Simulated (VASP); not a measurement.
A run of VASP 6.6.1:

The input INCAR:

```
  PREC = Accurate
  ENCUT = 520
  EDIFF = 1E-6
  ISMEAR = 1
  SIGMA = 0.1
  LREAL = F
  LASPH = T
  NELM = 200
  ALGO = Normal
  ISIF = 2
  LWAVE = F
  LCHARG = F
  ISPIN = 2
  MAGMOM = 2
  LORBIT = 11
  GGA = PE
  NBANDS = 13
  GGA_COMPAT = F
```

File KPOINTS:

```
regular mesh
0
Gamma
  1 1 1
```

The input POSCAR:

```
O
1.0
    8.5000000000      0.0000000000      0.0000000000
    0.0000000000      8.5000000000      0.0000000000
    0.0000000000      0.0000000000      8.5000000000
O
1
Direct
    0.0000000000      0.0000000000      0.0000000000
```

Potentials or basis: VASP PAW PBE potentials, release 64 (O).

Launch:

```sh
$ cat potpaw_PBE.64/O/POTCAR > POTCAR
$ mpirun -np 1 vasp_gam > vasp.out
```

Hardware: 1 thread of Intel Xeon 8259CL, with other jobs on the host.

Question: Estimate the wall time of this run.

Answer: Run time: 100 s on 1 thread of Intel Xeon 8259CL (shared host), peak memory 0.69 GiB. Counts: scf iterations 18, k points 1.
